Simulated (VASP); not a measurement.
A run of VASP 6.6.1:

INCAR

```
  PREC = Accurate
  ENCUT = 500
  EDIFF = 1E-6
  ISMEAR = 0
  SIGMA = 0.1
  LREAL = F
  LASPH = T
  NELM = 120
  ALGO = Normal
  ISIF = 2
  LWAVE = F
  LCHARG = T
  GGA = PE
  LELF = T
  LVHAR = T
  NBANDS = 25
  GGA_COMPAT = F
```

KPOINTS

```
Automatic mesh
0
Gamma
  6 6 4
```

POSCAR

```
PdI
1.0
    4.3896336046      0.0000000000      0.0000000000
   -2.1948168023      3.8015342149      0.0000000000
    0.0000000000      0.0000000000      6.2709056753
Pd I
2 2
Direct
    0.0000000000      0.0000000000      0.0000000000
    0.0000000000      0.0000000000      0.5000000000
    0.3333333333      0.6666666667      0.2500000000
    0.6666666667      0.3333333333      0.7500000000
```

Potentials or basis: VASP PAW PBE potentials, release 64 (Pd, I).

Run with:

```console
$ cat potpaw_PBE.64/Pd/POTCAR potpaw_PBE.64/I/POTCAR > POTCAR
$ mpirun -np 1 vasp_std > vasp.out
```

Hardware: 1 thread of Intel Xeon 8259CL, on a shared host.

Question: How long does it take, and how much memory?

Answer: It took 55 s on 1 thread of Intel Xeon 8259CL, with other jobs on the host, peak memory 0.23 GiB. Counts: scf iterations 13, k points 21.
